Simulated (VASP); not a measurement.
# ZrHCl4 (P4/mmm) in VASP: notebook

ZrHCl4 is run at these levels: PBE; tasks: single point, relaxation of cell and atoms.

Program: VASP 6.6.1. These are calculated values, not measurements. Logs are shortened: lines on timing, memory, paths and dates and some standing lists are left out, and cuts for length are marked.

## 1. The cell of the first run

It takes space group P4/mmm (No. 123, tetragonal). Conventional cell: a = 4.160 Å, b = 4.160 Å, c = 7.311 Å, α = 90.00°, β = 90.00°, γ = 90.00°. Within 2.7 Å of Zr (site symmetry 4/mmm) lie 6 Cl at 2.00 to 2.08 Å. H (site symmetry 4/mmm) has 16 Cl at 3.37 to 4.21 Å and 4 H at 4.16 Å within 4.4 Å. Cl (site symmetry mmm) has 2 Zr at 2.08 Å and 8 Cl at 2.89 to 2.94 Å within 3.0 Å. Within 2.7 Å of Cl (site symmetry 4mm) lie 1 Zr at 2.00 Å.

The cell was built from a structure type or drawn by symmetry, and may not be a known phase.

## 2. Single point, PBE

INCAR reads:

```
  ALGO = Normal
  EDIFF = 1E-6
  ENCUT = 520
  GGA = PE
  ISIF = 2
  ISMEAR = 0
  LASPH = T
  LCHARG = F
  LREAL = F
  LWAVE = F
  NBANDS = 30
  NELM = 60
  PREC = Accurate
  SIGMA = 0.1
```

KPOINTS reads:

```
k-points
0
Gamma
  4 4 4
```

POSCAR reads:

```
ZrHCl4
1.0
    4.1597025000      0.0000000000      0.0000000000
    0.0000000000      4.1597025000      0.0000000000
    0.0000000000      0.0000000000      7.3109406500
Zr H Cl
1 1 4
Direct
    0.0000000000      0.0000000000      0.0000000000
    0.5000000000      0.5000000000      0.5000000000
    0.5000000000      0.0000000000      0.0000000000
    0.0000000000      0.5000000000      0.0000000000
    0.0000000000      0.0000000000      0.2737000000
    0.0000000000      0.0000000000      0.7263000000
```

Potentials or basis: VASP PAW PBE potentials, release 64 (Zr_sv, H, Cl).

On the command line:

```console
> cat potpaw_PBE.64/Zr_sv/POTCAR potpaw_PBE.64/H/POTCAR potpaw_PBE.64/Cl/POTCAR > POTCAR
> mpirun -np 1 vasp_std > vasp.out
```

OUTCAR:

```text
EDIFF = 1E-6
   ENCUT = 520
   GGA = PE
   ISIF = 2
   ISMEAR = 0
   LASPH = T
   LREAL = F
   NELM = 60
   PREC = Accurate

 ion  position               nearest neighbor table
   1  0.000  0.000  0.000-   5 2.00   6 2.00   3 2.08   4 2.08   4 2.08   3 2.08
   2  0.500  0.500  0.500-
   3  0.500  0.000  0.000-   1 2.08   1 2.08
   4  0.000  0.500  0.000-   1 2.08   1 2.08
   5  0.000  0.000  0.274-   1 2.00
   6  0.000  0.000  0.726-   1 2.00

  LATTYP: Found a simple tetragonal cell.
 ALAT       =     4.1597025000
 C/A-ratio  =     1.7575633474

  Lattice vectors:

 A1 = (   4.1597025000,   0.0000000000,   0.0000000000)
 A2 = (   0.0000000000,   4.1597025000,   0.0000000000)
 A3 = (   0.0000000000,   0.0000000000,   7.3109406500)

Analysis of symmetry for initial positions (statically):
=====================================================================
 Subroutine PRICEL returns:
 Original cell was already a primitive cell.

 Routine SETGRP: Setting up the symmetry group for a
 simple tetragonal supercell.

 Subroutine GETGRP returns: Found 16 space group operations
 (whereof 16 operations were pure point group operations)
 out of a pool of 16 trial point group operations.

The static configuration has the point symmetry D_4h.

Analysis of symmetry for dynamics (positions and initial velocities):
=====================================================================
 Subroutine PRICEL returns:
 Original cell was already a primitive cell.

 Routine SETGRP: Setting up the symmetry group for a
 simple tetragonal supercell.

 Subroutine GETGRP returns: Found 16 space group operations
 (whereof 16 operations were pure point group operations)
 out of a pool of 16 trial point group operations.

The dynamic configuration has the point symmetry D_4h.

 Subroutine INISYM returns: Found 16 space group operations
 (whereof 16 operations are pure point group operations),
 and found     1 'primitive' translations

----------------------------------------------------------------------------------------

                                     Primitive cell

  volume of cell :     126.5021

  direct lattice vectors                    reciprocal lattice vectors
     4.159702500  0.000000000  0.000000000     0.240401808  0.000000000  0.000000000
     0.000000000  4.159702500  0.000000000     0.000000000  0.240401808  0.000000000
     0.000000000  0.000000000  7.310940650     0.000000000  0.000000000  0.136781305

  length of vectors
     4.159702500  4.159702500  7.310940650     0.240401808  0.240401808  0.136781305

  position of ions in fractional coordinates (direct lattice)
     0.000000000  0.000000000  0.000000000
     0.500000000  0.500000000  0.500000000
     0.500000000  0.000000000  0.000000000
     0.000000000  0.500000000  0.000000000
     0.000000000  0.000000000  0.273700000
     0.000000000  0.000000000  0.726300000

  ion indices of the primitive-cell ions
   primitive index   ion index
                 1           1
                 2           2
                 3           3
                 4           4
                 5           5
                 6           6

----------------------------------------------------------------------------------------

 KPOINTS: k-points

Automatic generation of k-mesh.
 Grid dimensions read from file:
 generate k-points for:    4    4    4

 Generating k-lattice:

  Cartesian coordinates                     Fractional coordinates (reciprocal lattice)
     0.060100452  0.000000000  0.000000000     0.250000000  0.000000000  0.000000000
     0.000000000  0.060100452  0.000000000     0.000000000  0.250000000  0.000000000
     0.000000000  0.000000000  0.034195326     0.000000000  0.000000000  0.250000000

  Length of vectors
     0.060100452  0.060100452  0.034195326

  Shift w.r.t. Gamma in fractional coordinates (k-lattice)
     0.000000000  0.000000000  0.000000000

 Subroutine IBZKPT returns following result:
 ===========================================

 Found     18 irreducible k-points:

 Following reciprocal coordinates:
            Coordinates               Weight
  0.000000  0.000000  0.000000      1.000000
  0.250000  0.000000  0.000000      4.000000
  0.500000  0.000000  0.000000      2.000000
  0.250000  0.250000  0.000000      4.000000
  0.500000  0.250000  0.000000      4.000000
  0.500000  0.500000  0.000000      1.000000
[... 10 lines left out ...]
  0.500000  0.250000  0.500000      4.000000
  0.500000  0.500000  0.500000      1.000000
   k-points           NKPTS =     18   k-points in BZ     NKDIM =     18   number of bands    NBANDS=     30
   number of dos      NEDOS =    301   number of ions     NIONS =      6
   total plane-waves  NPLWV =  55296
   dimension x,y,z NGX =    32 NGY =   32 NGZ =   54
   dimension x,y,z NGXF=    64 NGYF=   64 NGZF=  108
   ions per type =               1   1   4
   NGX,Y,Z   is equivalent  to a cutoff of  12.79, 12.79, 12.28 a.u.
   NGXF,Y,Z  is equivalent  to a cutoff of  25.58, 25.58, 24.56 a.u.
 SYSTEM =  unknown system
   PREC   = accura    normal or accurate (medium, high low for compatibility)
   ISTART =      0    job   : 0-new  1-cont  2-samecut
   ICHARG =      2    charge: 1-file 2-atom 10-const
   ISPIN  =      1    spin polarized calculation?
   LNONCOLLINEAR =      F non collinear calculations
   LSORBIT =      F    spin-orbit coupling
   LASPH  =      T    aspherical Exc in radial PAW
   ENCUT  =  520.0 eV  38.22 Ry    6.18 a.u.   7.73  7.73 13.59*2*pi/ulx,y,z
   NELM   =     60;   NELMIN=  2; NELMDL= -5     # of ELM steps
   EDIFF  = 0.1E-05   stopping-criterion for ELM
   LREAL  =      F    real-space projection
   EDIFFG = 0.1E-04   stopping-criterion for IOM
   NSW    =      0    number of steps for IOM
   IBRION =     -1    ionic relax: 0-MD 1-quasi-New 2-CG
   NFREE  =      0    steps in history (QN), initial steepest desc. (CG)
   ISIF   =      2    stress and relaxation
   ISYM   =      2    0-nonsym 1-usesym 2-fastsym
   POTIM  = 0.5000    time-step for ionic-motion
   TEBEG  =    0.0;   TEEND  =   0.0 temperature during run
   PSTRESS=    0.0 pullay stress
   NELECT =      41.0000    total number of electrons
   NUPDOWN=      -1.0000    fix difference up-down
   EMIN   =  10.00;   EMAX   =-10.00  energy-range for DOS
   EFERMI =   0.00;   METHOD = LEGACY
   ISMEAR =     0;   SIGMA  =   0.10  broadening in eV -4-tet -1-fermi 0-gaus
   EFERMI_NEDOS =   21; number of points for ismear=-14 and -15
   IALGO  =     38    algorithm
   IMIX   =      4    mixing-type and parameters
     AMIX     =   0.40;   BMIX     =  1.00
     AMIX_MAG =   1.60;   BMIX_MAG =  1.00
  volume/ion in A,a.u.               =      21.08       142.28
  Fermi-wavevector in a.u.,A,eV,Ry     =   1.124528  2.125049 17.205420  1.264563
  Thomas-Fermi vector in A             =   2.261200
   LORBIT       =      0    0 simple, 1 ext, 2 COOP (PROOUT), +10 PAW based schemes
   GGA     = PE    functional components
   LHFCALC =     F    Hartree Fock is set to
   AEXX    =    0.0000 exact exchange contribution
   IVDW    =     0    specifies the selected vdW correction
   LEPSILON=     F    determine dielectric tensor
   LRPA    =     F    only Hartree local field effects (RPA)
 non-spin polarized calculation
 Gauss-broadening in eV      SIGMA  =   0.10
  energy-cutoff  :      520.00
  volume of cell :      126.50
 maximum number of plane-waves:      3444
 NGX is ok and might be reduce to    32
   NGX = 15   NGY = 15   NGZ = 27

 number of electron      40.9999997 magnetization

 Free energy of the ion-electron system (eV)
  ---------------------------------------------------
  ext. energy  EPLUGINS =         0.00000000
  ---------------------------------------------------
  free energy    TOTEN  =       -12.87007810 eV

  energy without entropy =      -12.83308199  energy(sigma->0) =      -12.85158004

 E-fermi :   2.3188     XC(G=0):  -8.3957

 val. band max:        2.2828773006   @ k =   0.2500   0.0000   0.5000
 cond. band min:       2.3269731938   @ k =   0.2500   0.0000   0.2500
 fundamental gap:      0.0440958932
 Fermi energy:         2.3188116074

 k-point     1 :       0.0000    0.0000    0.0000
  band No.  band energies     occupation
      1     -45.1861      2.00000
      2     -24.5469      2.00000
      3     -24.1662      2.00000
      4     -24.1662      2.00000
      5     -14.7783      2.00000
      6     -14.1357      2.00000
[... 22 lines left out ...]
     29      10.6621      0.00000
     30      10.8457      0.00000

 k-point     2 :       0.2500    0.0000    0.0000
  band No.  band energies     occupation
      1     -45.1814      2.00000
      2     -24.5413      2.00000
      3     -24.3865      2.00000
      4     -24.1610      2.00000
      5     -14.5015      2.00000
      6     -13.4177      2.00000
[... 22 lines left out ...]
     29      10.8162      0.00000
     30      11.9144      0.00000

 k-point     3 :       0.5000    0.0000    0.0000
  band No.  band energies     occupation
      1     -45.1767      2.00000
      2     -24.5887      2.00000
      3     -24.5356      2.00000
      4     -24.1558      2.00000
      5     -14.4247      2.00000
      6     -12.7879      2.00000
[... 22 lines left out ...]
     29      11.5313      0.00000
     30      11.5395      0.00000

 k-point     4 :       0.2500    0.2500    0.0000
  band No.  band energies     occupation
      1     -45.1767      2.00000
      2     -24.5357      2.00000
      3     -24.3823      2.00000
      4     -24.3789      2.00000
      5     -13.6675      2.00000
      6     -13.2492      2.00000
[... 418 lines left out ...]
     29      11.7384      0.00000
     30      11.9768      0.00000

 k-point    17 :       0.5000    0.2500    0.5000
  band No.  band energies     occupation
      1     -45.1720      2.00000
      2     -24.5822      2.00000
      3     -24.5304      2.00000
      4     -24.3746      2.00000
      5     -13.4417      2.00000
      6     -12.6450      2.00000
[... 22 lines left out ...]
     29      11.7731      0.00000
     30      12.1241      0.00000

 k-point    18 :       0.5000    0.5000    0.5000
  band No.  band energies     occupation
      1     -45.1672      2.00000
      2     -24.5756      2.00000
      3     -24.5756      2.00000
      4     -24.5248      2.00000
      5     -12.6630      2.00000
      6     -12.1261      2.00000
[... 22 lines left out ...]
     29      11.3342      0.00000
     30      11.9109      0.00000

------------------------ aborting loop because EDIFF is reached ----------------------------------------

  FORCE on cell =-STRESS in cart. coord.  units (eV):
  Direction    XX          YY          ZZ          XY          YZ          ZX
  --------------------------------------------------------------------------------------
  -------------------------------------------------------------------------------------
  Total       44.9913576     44.9913576     55.1838995      0.0000000     -0.0000000      0.0000000
  in kB      569.8254994    569.8254994    698.9162979      0.0000000     -0.0000000      0.0000000
  external PRESSURE =     612.8557656 kB  Pullay stress =       0.0000000 kB

 VOLUME and BASIS-vectors are now :
 -----------------------------------------------------------------------------
  energy-cutoff  :      520.00
  volume of cell :      126.50
      direct lattice vectors                 reciprocal lattice vectors
     4.159702500  0.000000000  0.000000000     0.240401808  0.000000000  0.000000000
     0.000000000  4.159702500  0.000000000     0.000000000  0.240401808  0.000000000
     0.000000000  0.000000000  7.310940650     0.000000000  0.000000000  0.136781305

 POSITION                                       TOTAL-FORCE (eV/Angst)
 -----------------------------------------------------------------------------------
      0.00000      0.00000      0.00000         0.000000      0.000000      0.000000
      2.07985      2.07985      3.65547         0.000000      0.000000      0.000000
      2.07985      0.00000      0.00000         0.000000      0.000000      0.000000
      0.00000      2.07985      0.00000         0.000000      0.000000      0.000000
      0.00000      0.00000      2.00100         0.000000      0.000000     13.439117
      0.00000      0.00000      5.30994         0.000000     -0.000000    -13.439117
 -----------------------------------------------------------------------------------
    total drift:                               -0.000000      0.000000     -0.000000

  FREE ENERGIE OF THE ION-ELECTRON SYSTEM (eV)
  ---------------------------------------------------
  free  energy   TOTEN  =       -12.8700780974 eV

  energy  without entropy=      -12.8330819852  energy(sigma->0) =      -12.85158004
```

Wall time 30 s (1 thread of Intel Xeon 6975P-C (Granite Rapids), shared host); peak memory 0.25 GiB.

What came out:

* Free energy: -12.8701 eV
* Pressure: 61.3 GPa
* Largest force: 13.439 eV/Å
* Band gap on the k mesh: zero (an odd number of electrons rules out a gap without spin polarisation)

Forces in eV/Å, atoms in the order of the input:
```
Zr    0.000   0.000   0.000
H     0.000   0.000   0.000
Cl    0.000   0.000   0.000
Cl    0.000   0.000   0.000
Cl    0.000   0.000  13.439
Cl    0.000   0.000 -13.439
```

Levels at points of the mesh, in eV from the Fermi level:
```csv
k point,band 18,band 19,band 20,band 21,band 22,band 23,band 24,band 25
"(0.00, 0.00, 0.00)",-1.39,-1.39,-0.28,-0.25,-0.10,3.23,3.23,4.73
"(0.50, 0.00, 0.00)",-1.50,-1.03,-0.33,0.14,3.31,4.36,5.21,5.94
"(0.50, 0.50, 0.00)",-0.98,-0.98,-0.48,-0.08,5.21,5.37,5.37,6.20
"(0.00, 0.00, 0.50)",-1.81,-1.34,-1.34,-0.10,0.16,2.96,2.96,4.74
"(0.50, 0.00, 0.50)",-1.55,-1.49,-1.42,0.23,3.07,4.36,5.21,6.29
"(0.50, 0.50, 0.50)",-1.42,-1.19,-1.19,-0.12,4.89,4.89,5.76,6.18
```

Caveat: the k points lie up to 0.38 Å⁻¹ apart, too coarse for converged energies and pressures of a metal; an odd number of electrons without spin polarisation forces a metal; a magnetic or distorted state may lie lower.

(Part 1 of 2 ends here.)
